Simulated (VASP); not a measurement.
Fe: single point with PBE

The system is Fe.

```
Fe
1.0
    -1.41559    1.41559    1.41559
     1.41559   -1.41559    1.41559
     1.41559    1.41559   -1.41559
Fe
1
Direct
  0.00000 0.00000 0.00000
```

```yaml
Program: VASP 6.6.1
Task: single point
Functional: PBE
Potentials_or_basis: VASP PAW PBE potentials, release 64 (Fe)
Cutoff: 520 eV
k_mesh: 22 × 22 × 22
Occupations: gaussian, width 0.05 eV
Spin: collinear spin, ferromagnetic start
Starting_moments: "[2.41] μB"
Dipole_correction: no
Further_INCAR_settings: ALGO = Fast; EDIFF = 1e-06; NBANDS = 14
```

```
Pressure                                              : -0.1 GPa
Net moment                                            : 2.18 μB per cell
Site moments                                          : Fe +2.17 μB
Valence electrons inside the program's atomic spheres : Fe 7.27
```

Levels at points of the mesh, in eV from the Fermi level:
Spin up:
| k point | band 1 | band 2 | band 3 | band 4 | band 5 | band 6 | band 7 | band 8 | band 9 | band 10 |
| --- | --- | --- | --- | --- | --- | --- | --- | --- | --- | --- |
| (0.00, 0.00, 0.00) | -8.42 | -2.28 | -2.28 | -2.28 | -1.08 | -1.08 | 25.05 | 25.05 | 25.05 | 30.14 |
| (0.50, 0.00, 0.00) | -4.91 | -3.37 | -1.01 | -0.89 | 0.41 | 0.53 | 7.38 | 18.39 | 20.26 | 23.53 |
| (0.50, 0.50, 0.50) | -4.84 | -4.84 | 0.14 | 0.14 | 0.14 | 9.96 | 9.96 | 9.96 | 15.67 | 15.67 |
Spin down:
```
           k point  band 1  band 2  band 3  band 4  band 5  band 6  band 7
(0.00, 0.00, 0.00)   -8.25   -0.40   -0.40   -0.40    1.67    1.67   24.80
(0.50, 0.00, 0.00)   -3.64   -1.68    0.65    1.52    1.93    2.60    8.74
(0.50, 0.50, 0.50)   -3.02   -3.02    2.30    2.30    2.30   10.23   10.23
```

Wall time 40 s on 1 thread of Intel(R) Xeon(R) 6975P-C (Granite Rapids), with other jobs on the host, peak memory 0.19 GiB.
